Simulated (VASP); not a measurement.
Input of a VASP 6.6.1 run:

INCAR

```
SYSTEM = SrCl2
PREC = Accurate ; ENCUT = 520
EDIFF = 1E-7 ; ISMEAR = -1
SIGMA = 0.01 ; LREAL = .FALSE.
LASPH = .TRUE. ; NELM = 100
ALGO = Normal ; ISIF = 2
LWAVE = .FALSE. ; LCHARG = .FALSE.
NBANDS = 19
```

The input KPOINTS:

```
Automatic mesh
0
G
  8 8 8
  0 0 0
```

File POSCAR:

```
SrCl2
1.0
    0.0000000000      3.4855000000      3.4506450000
    3.4855000000      0.0000000000      3.4506450000
    3.4855000000      3.4855000000      0.0000000000
Sr Cl
1 2
Direct
    0.0000000000      0.0000000000      0.0000000000
    0.2500000000      0.2500000000      0.2500000000
    0.7500000000      0.7500000000      0.7500000000
```

Potentials or basis: VASP PAW LDA potentials, release 64 (Sr_sv, Cl).

The run is started by

```sh
$ cat potpaw_LDA.64/Sr_sv/POTCAR potpaw_LDA.64/Cl/POTCAR > POTCAR
$ mpirun -np 1 vasp_std > vasp.out
```

(1) Predict the band gap on the k mesh.

(2) Estimate the pressure.

## Answers

(1) 4.89 eV, indirect (least direct gap 5.10 eV).

(2) -2.3 GPa.

Caveat: the cell differs from its parent crystal (zz strain of -1 %).
